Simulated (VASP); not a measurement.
Write the native input for VASP 6.6.1 that does the following.

| Quantity | Value |
| --- | --- |
| Task | single point |
| Functional | r2SCAN |
| Potentials or basis | VASP PAW PBE potentials, release 64 (Zn, O_h) |
| Cutoff | 910 eV |
| k mesh | 14 × 14 × 14 |
| Occupations | gaussian, width 0.05 eV |
| Spin | no spin polarisation |
| Dipole correction | no |
| Further INCAR settings | ALGO = Normal; EDIFF = 1e-06; NBANDS = 16 |

ZnO:

```xyz
2
Lattice="0.0000 2.2000 2.2000 2.2000 0.0000 2.2000 2.2000 2.2000 0.0000" Properties=species:S:1:pos:R:3 pbc="T T T"
Zn    0.0000    0.0000    0.0000
O     2.2000    2.2000    2.2000
```

This cell differs from its parent crystal: strained.

The input as run:

POSCAR

```
ZnO
1.0
    0.0000000000      2.1999660489      2.1999660489
    2.1999660489      0.0000000000      2.1999660489
    2.1999660489      2.1999660489      0.0000000000
Zn O
1 1
Direct
    0.0000000000      0.0000000000      0.0000000000
    0.5000000000      0.5000000000      0.5000000000
```

INCAR.step1

```
SYSTEM = ZnO
PREC = Accurate
ENCUT = 910
ISMEAR = 0
SIGMA = 0.05
LREAL = .FALSE.
LASPH = .TRUE.
NELM = 120
NBANDS = 16
GGA = PE
ALGO = Normal
EDIFF = 1E-5
LWAVE = .TRUE.
LCHARG = .FALSE.
GGA_COMPAT = .FALSE.
```

INCAR.step2

```
SYSTEM = ZnO
PREC = Accurate
ENCUT = 910
EDIFF = 1E-6
ISMEAR = 0
SIGMA = 0.05
LREAL = .FALSE.
LASPH = .TRUE.
NELM = 120
ALGO = Normal
ISIF = 2
LWAVE = .FALSE.
LCHARG = .TRUE.
METAGGA = R2SCAN
LMIXTAU = .TRUE.
LELF = .TRUE.
LVHAR = .TRUE.
NBANDS = 16
ISTART = 1
GGA_COMPAT = .FALSE.
```

KPOINTS

```
regular mesh
0
G
  14 14 14
  0 0 0
```

Potentials or basis: VASP PAW PBE potentials, release 64 (Zn, O_h).

Run with:

```console
$ cat potpaw_PBE.64/Zn/POTCAR potpaw_PBE.64/O_h/POTCAR > POTCAR
$ cp INCAR.step1 INCAR
$ mpirun -np 1 vasp_std > vasp.out
$ cp INCAR.step2 INCAR
$ mpirun -np 1 vasp_std > vasp.out
```

It gave:

| Item | Value |
| --- | --- |
| Pressure | -13.7 GPa |
| Band gap on the k mesh | 1.12 eV (least direct gap 2.22 eV) |

Caveat: the cell differs from its parent crystal (strained); the cutoff is under 1.25 times the usual one of these potentials, so pressure, stress and relaxed cells hold a basis-set (Pulay) error; the cell stands under tension; the PAW data sets were made with another functional, which shifts forces and pressure a little.

Wall time 90 s on 1 thread of Intel(R) Xeon(R) 6975P-C (Granite Rapids), on a shared host, peak memory 0.24 GiB.
